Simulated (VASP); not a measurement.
A run of VASP 6.6.1 is set up as follows.

INCAR

```
ALGO     = Normal         # electronic algorithm
EDIFF    = 1E-7           # SCF threshold, eV
EDIFFG   = -0.01          # ionic threshold
ENCUT    = 600            # plane-wave cutoff, eV
GGA      = PE             # functional
IBRION   = 2              # ionic algorithm
ISIF     = 3              # what is computed and relaxed
ISMEAR   = 0              # smearing method
LASPH    = T              # aspherical terms in the spheres
LCHARG   = F              # write CHGCAR
LREAL    = F              # projectors in reciprocal space
LWAVE    = F              # write WAVECAR
NELM     = 100            # most SCF steps
NSW      = 100            # ionic steps
PREC     = Accurate       # precision mode
SIGMA    = 0.1            # smearing width, eV
```

KPOINTS

```
k-points
0
Gamma
  8 8 8
```

POSCAR

```
CoSi8Ni3
1.0
    5.4533193600      0.0000000000      0.0000000000
    0.0000000000      5.4533193600      0.0000000000
    0.0000000000      0.0000000000      5.4533193600
Co Si Ni
1 8 3
Direct
    0.5000000000      0.5000000000      0.5000000000
    0.7500000000      0.2500000000      0.2500000000
    0.2500000000      0.2500000000      0.7500000000
    0.7500000000      0.7500000000      0.7500000000
    0.2500000000      0.7500000000      0.2500000000
    0.2500000000      0.7500000000      0.7500000000
    0.7500000000      0.7500000000      0.2500000000
    0.2500000000      0.2500000000      0.2500000000
    0.7500000000      0.2500000000      0.7500000000
    0.5000000000      0.0000000000      0.0000000000
    0.0000000000      0.0000000000      0.5000000000
    0.0000000000      0.5000000000      0.0000000000
```

Potentials or basis: VASP PAW PBE potentials, release 64 (Co, Si, Ni).

Launch:

```bash
$ cat potpaw_PBE.64/Co/POTCAR potpaw_PBE.64/Si/POTCAR potpaw_PBE.64/Ni/POTCAR > POTCAR
$ mpirun -np 1 vasp_std > vasp.out
```

(1) Estimate the relaxed volume.

(2) What does it give for the band gap on the k mesh?

(3) Estimate the space group after relaxing (to 0.1 Å).

Results:

(1) 13.18 Å³/atom.

(2) zero (an odd number of electrons rules out a gap without spin polarisation).

(3) Pm-3m (No. 221).

Caveat: the run has no spin polarisation, though such a crystal can be magnetic.
